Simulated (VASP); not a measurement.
# SnTe (Fm-3m) in VASP: notebook, part 2 of 2

VASP 6.6.1.

## (4) Relaxation of cell and atoms, PBE

Contents of INCAR:

```
PREC = Accurate ; ENCUT = 600
EDIFF = 1E-7 ; ISMEAR = -1
SIGMA = 0.05 ; LREAL = False
LASPH = True ; NELM = 100
ALGO = Normal ; ISIF = 3
LWAVE = False ; LCHARG = False
GGA = PE ; IBRION = 2
NSW = 60 ; EDIFFG = -0.01
```

Contents of KPOINTS:

```
Automatic mesh
0
Gamma
  7 7 7
```

Contents of POSCAR:

```
SnTe
1.0
    0.0000000000      3.1508500000      3.1508500000
    3.1508500000      0.0000000000      3.1508500000
    3.1508500000      3.1508500000      0.0000000000
Te Sn
1 1
Direct
    0.5000000000      0.5000000000      0.5000000000
    0.0000000000      0.0000000000      0.0000000000
```

Potentials or basis: VASP PAW PBE potentials, release 64 (Te, Sn_d).

Run with:

```sh
$ cat potpaw_PBE.64/Te/POTCAR potpaw_PBE.64/Sn_d/POTCAR > POTCAR
$ mpirun -np 1 vasp_std > vasp.out
```

OUTCAR:

```text
PREC = Accurate
   ENCUT = 600
   EDIFF = 1E-7
   ISMEAR = -1
   LREAL = False
   LASPH = True
   NELM = 100
   ISIF = 3
   GGA = PE
   IBRION = 2
   NSW = 60
   EDIFFG = -0.01

 ion  position               nearest neighbor table
   1  0.500  0.500  0.500-   2 3.15   2 3.15   2 3.15   2 3.15   2 3.15   2 3.15
   2  0.000  0.000  0.000-   1 3.15   1 3.15   1 3.15   1 3.15   1 3.15   1 3.15

  LATTYP: Found a face centered cubic cell.
 ALAT       =     6.3017000000

  Lattice vectors:

 A1 = (   0.0000000000,   3.1508500000,   3.1508500000)
 A2 = (   3.1508500000,   0.0000000000,   3.1508500000)
 A3 = (   3.1508500000,   3.1508500000,   0.0000000000)

Analysis of symmetry for initial positions (statically):
[... 33 lines left out ...]
                                     Primitive cell

  volume of cell :      62.5624

  direct lattice vectors                    reciprocal lattice vectors
     0.000000000  3.150850000  3.150850000    -0.158687338  0.158687338  0.158687338
     3.150850000  0.000000000  3.150850000     0.158687338 -0.158687338  0.158687338
     3.150850000  3.150850000  0.000000000     0.158687338  0.158687338 -0.158687338

  length of vectors
     4.455974803  4.455974803  4.455974803     0.274854533  0.274854533  0.274854533

  position of ions in fractional coordinates (direct lattice)
     0.500000000  0.500000000  0.500000000
     0.000000000  0.000000000  0.000000000
[... 115 lines left out ...]
  ---------------------------------------------------
  ext. energy  EPLUGINS =         0.00000000
  ---------------------------------------------------
  free energy    TOTEN  =        -7.54738186 eV

  energy without entropy =       -7.54730906  energy(sigma->0) =       -7.54734546

------------------------ aborting loop because EDIFF is reached ----------------------------------------

  FORCE on cell =-STRESS in cart. coord.  units (eV):
  Direction    XX          YY          ZZ          XY          YZ          ZX
  --------------------------------------------------------------------------------------
  -------------------------------------------------------------------------------------
  Total        0.8697468      0.8697468      0.8697468      0.0000000      0.0000000     -0.0000000
  in kB       22.2735904     22.2735904     22.2735904      0.0000000      0.0000000     -0.0000000
  external PRESSURE =      22.2735904 kB  Pullay stress =       0.0000000 kB
[... 59 lines left out ...]
--------------------------------------- Ionic step        3  -------------------------------------------

 number of electron      20.0000005 magnetization

 Free energy of the ion-electron system (eV)
  ---------------------------------------------------
  ext. energy  EPLUGINS =         0.00000000
  ---------------------------------------------------
  free energy    TOTEN  =        -7.56839296 eV

  energy without entropy =       -7.56833455  energy(sigma->0) =       -7.56836376

 E-fermi :   6.3961     XC(G=0):  -9.2763

 val. band max:        6.0682760197   @ k =   0.4286   0.0000   0.0000
 cond. band min:       6.7320186946   @ k =   0.4286   0.0000   0.0000
 fundamental gap:      0.6637426749
 Fermi energy:         6.3960994229

 k-point     1 :       0.0000    0.0000    0.0000
  band No.  band energies     occupation
      1     -15.5349      2.00000
      2     -15.5349      2.00000
      3     -15.5315      2.00000
      4     -15.5315      2.00000
      5     -15.5315      2.00000
      6      -6.0976      2.00000
      7       1.4866      2.00000
      8       4.3396      2.00000
      9       4.3396      2.00000
     10       4.3396      2.00000
     11       9.5968      0.00000
     12       9.5968      0.00000
     13       9.5968      0.00000
     14      11.1920      0.00000
[... 350 lines left out ...]
  FREE ENERGIE OF THE ION-ELECTRON SYSTEM (eV)
  ---------------------------------------------------
  free  energy   TOTEN  =        -7.5683929630 eV

  energy  without entropy=       -7.5683345536  energy(sigma->0) =       -7.56836376

 reached required accuracy - stopping structural energy minimisation
```

It took 29 s on 1 thread of Intel Xeon 6975P-C (Granite Rapids), shared host; peak memory 0.22 GiB.

What came out:

| Property | Result |
| --- | --- |
| Free energy | -7.5684 eV |
| Relaxed volume | 32.86 Å³/atom |
| Relaxed cell | a = 4.530 Å, b = 4.530 Å, c = 4.530 Å, α = 60.00°, β = 60.00°, γ = 60.00° |
| Space group after relaxing (to 0.05 Å) | Fm-3m (No. 225) |
| Energy gained by relaxing | 10.5 meV/atom |
| Ionic steps | 3 |
| Pressure after relaxing | 0.0 GPa |

Step by step:
```
step  energy change (eV)  largest force (eV/Å)  pressure (GPa)  volume (Å³)
   1              0.0000                0.0000            2.23        62.56
   2             -0.0196                0.0000           -0.50        66.58
   3             -0.0210                0.0000            0.00        65.72
```

Final structure:
```
Te Sn
1.0
     0.00000    3.20301    3.20301
     3.20301    0.00000    3.20301
     3.20301    3.20301    0.00000
Te Sn
1 1
Direct
  0.50000 0.50000 0.50000
  0.00000 0.00000 0.00000
```

Levels at points of the mesh, in eV from the Fermi level:
```csv
k point,band 8,band 9,band 10,band 11,band 12,band 13
"(0.00, 0.00, 0.00)",-2.06,-2.06,-2.06,3.20,3.20,3.20
```

Caveat: this odd mesh misses L, where the gap lies, so gap, dielectric constants and Born charges aren't listed; spin-orbit coupling is left out, which moves the levels of the heavy elements.

## (5) Relaxation of cell and atoms, PBE+D4

Contents of INCAR:

```
ALGO     = Normal         # electronic algorithm
EDIFF    = 1E-7           # SCF threshold, eV
EDIFFG   = -0.01          # ionic threshold
ENCUT    = 600            # plane-wave cutoff, eV
GGA      = PE             # functional
IBRION   = 2              # ionic algorithm
ISIF     = 3              # what is computed and relaxed
ISMEAR   = -1             # smearing method
IVDW     = 13             # dispersion correction
LASPH    = T              # aspherical terms in the spheres
LCHARG   = F              # write CHGCAR
LREAL    = F              # projectors in reciprocal space
LWAVE    = F              # write WAVECAR
NELM     = 60             # most SCF steps
NSW      = 60             # ionic steps
PREC     = Accurate       # precision mode
SIGMA    = 0.05           # smearing width, eV
```

Contents of KPOINTS:

```
k-points
0
Gamma
  7 7 7
```

POSCAR is that of step 4.

Run with:

```sh
$ cat potpaw_PBE.64/Te/POTCAR potpaw_PBE.64/Sn_d/POTCAR > POTCAR
$ mpirun -np 1 vasp_std > vasp.out
```

Run time: 12 s. Hardware: 1 thread of Intel Xeon 6975P-C (Granite Rapids), shared host; peak memory 0.21 GiB.

It converged, with:

```
Free energy                : -8.4282 eV
Pressure after relaxing    : 0.0 GPa
Dispersion energy per atom : -0.440 eV
```

Final structure:
```
Te Sn
1.0
     0.00000    3.15085    3.15085
     3.15085    0.00000    3.15085
     3.15085    3.15085    0.00000
Te Sn
1 1
Direct
  0.50000 0.50000 0.50000
  0.00000 0.00000 0.00000
```

Levels at points of the mesh, in eV from the Fermi level:
```
           k point  band 7  band 8  band 9  band 10  band 11  band 12  band 13  band 14
(0.00, 0.00, 0.00)   -4.75   -2.22   -2.22    -2.22     3.28     3.28     3.28     4.68
```

Caveat: the relaxation stopped at its first step, so nothing moved; this odd mesh misses L, where the gap lies, so gap, dielectric constants and Born charges aren't listed; spin-orbit coupling is left out, which moves the levels of the heavy elements.

## (6) Single point, PBE, non-collinear spin, zero start, spin-orbit coupling

Contents of INCAR:

```
PREC = Accurate ; ENCUT = 520
EDIFF = 1E-6 ; ISMEAR = -1
SIGMA = 0.05 ; LREAL = False
LASPH = True ; NELM = 150
ALGO = Normal ; ISIF = 2
LWAVE = False ; LCHARG = False
LNONCOLLINEAR = True ; MAGMOM = 0 0 0 0 0 0
LORBIT = 11 ; LSORBIT = True
GGA_COMPAT = False ; LORBMOM = True
GGA = PE ; NBANDS = 32
```

Contents of KPOINTS:

```
Automatic mesh
0
Gamma
  7 7 7
```

POSCAR is that of step 5.

Potentials or basis: VASP PAW PBE potentials, release 64 (Te, Sn_d).

Run with:

```sh
$ cat potpaw_PBE.64/Te/POTCAR potpaw_PBE.64/Sn_d/POTCAR > POTCAR
$ mpirun -np 1 vasp_ncl > vasp.out
```

OUTCAR:

```text
PREC = Accurate
   ENCUT = 520
   EDIFF = 1E-6
   ISMEAR = -1
   LREAL = False
   LASPH = True
   NELM = 150
   ISIF = 2
   LNONCOLLINEAR = True
   LORBIT = 11
   LSORBIT = True
   GGA = PE

 ion  position               nearest neighbor table
   1  0.500  0.500  0.500-   2 3.15   2 3.15   2 3.15   2 3.15   2 3.15   2 3.15
   2  0.000  0.000  0.000-   1 3.15   1 3.15   1 3.15   1 3.15   1 3.15   1 3.15

  LATTYP: Found a face centered cubic cell.
 ALAT       =     6.3017000000

  Lattice vectors:

 A1 = (   0.0000000000,   3.1508500000,   3.1508500000)
 A2 = (   3.1508500000,   0.0000000000,   3.1508500000)
 A3 = (   3.1508500000,   3.1508500000,   0.0000000000)

[... 984 lines left out ...]
    -0.0049498    -0.0012374     0.0000000    -0.0012374     0.0000000
 l=   3
     0.0000000     0.0000000     0.0000000     0.0000000     0.0000000     0.0000000     0.0000000
     0.0000000     0.0000000     0.0000000     0.0000000     0.0000000     0.0000000     0.0000000
     0.0000000     0.0000000     0.0000000     0.0000000     0.0000000     0.0000000     0.0000000
     0.0000000     0.0000000     0.0000000     0.0000000     0.0000000     0.0000000     0.0000000
     0.0000000     0.0000000     0.0000000     0.0000000     0.0000000     0.0000000     0.0000000
     0.0000000     0.0000000     0.0000000     0.0000000     0.0000000     0.0000000     0.0000000
     0.0000000     0.0000000     0.0000000     0.0000000     0.0000000     0.0000000     0.0000000

 total charge

# of ion       s       p       d       tot
------------------------------------------
    1        1.386   1.964   0.030   3.380
    2        1.364   0.745   9.985  12.094
--------------------------------------------------
tot          2.750   2.708  10.015  15.473

 magnetization (x)

# of ion       s       p       d       tot
------------------------------------------
    1        0.000   0.000   0.000   0.000
    2       -0.000  -0.000  -0.000  -0.000
--------------------------------------------------
tot          0.000  -0.000  -0.000  -0.000

 magnetization (y)

# of ion       s       p       d       tot
------------------------------------------
    1       -0.000  -0.000   0.000  -0.000
    2        0.000  -0.000   0.000   0.000
--------------------------------------------------
tot         -0.000  -0.000   0.000  -0.000

 magnetization (z)

# of ion       s       p       d       tot
------------------------------------------
    1       -0.000  -0.000  -0.000  -0.000
    2       -0.000   0.000  -0.000  -0.000
--------------------------------------------------
tot         -0.000  -0.000  -0.000  -0.000
```

stdout:

```text
POSCAR found type information on POSCAR TeSn
 POSCAR found :  2 types and       2 ions
 scaLAPACK will be used
 LDA part: xc-table for (Slater+PW92), standard interpolation
 POSCAR, INCAR and KPOINTS ok, starting setup
 FFT: planning ... GRIDC
 FFT: planning ... GRID_SOFT
 FFT: planning ... GRID
 WAVECAR not read
 entering main loop
```

It took 68 s on 1 thread of Intel Xeon 6975P-C (Granite Rapids), shared host; peak memory 0.39 GiB.

Results:

```
Free energy                                           : -7.6937 eV
Pressure                                              : 2.2 GPa
Net moment                                            : 0.00 μB per cell
Valence electrons inside the program's atomic spheres : Te 3.38; Sn 12.09
```

Moments on the atoms (μB; x, y, z):
```
Te  0.00 0.00 0.00
Sn  0.00 0.00 0.00
```

Caveat: this odd mesh misses L, where the gap lies, so gap, dielectric constants and Born charges aren't listed.

## (7) Overview

| task | level | spin | cell | cutoff (eV) | pressure (GPa) |
| --- | --- | --- | --- | --- | --- |
| single point | PBE+D4 | off | a = 4.456 Å, angles 60.0°, 2 atoms | 520 | 0.0 |
| single point | PBE | off | a = 4.530 Å, angles 60.0°, 2 atoms | 520 | 0.0 |
| relaxation of cell and atoms | PBE | off | relaxed from a = 4.456 Å, angles 60.0°, 2 atoms | 600 | 0.0 |
| relaxation of cell and atoms | PBE+D4 | off | relaxed from a = 4.456 Å, angles 60.0°, 2 atoms | 600 | 0.0 |
| single point | PBE | non-collinear, zero start, SOC | a = 4.456 Å, angles 60.0°, 2 atoms | 520 | 2.2 |

Alike in all rows: potentials or basis VASP PAW PBE potentials, release 64 (Te, Sn_d); k mesh 7 × 7 × 7; smearing fermi-dirac 0.05 eV.

Caveats: spin-orbit coupling is left out, which moves the levels of the heavy elements (some runs); the relaxation stopped at its first step, so nothing moved (some runs).

Absolute energies hang on the potentials; compare differences alone.
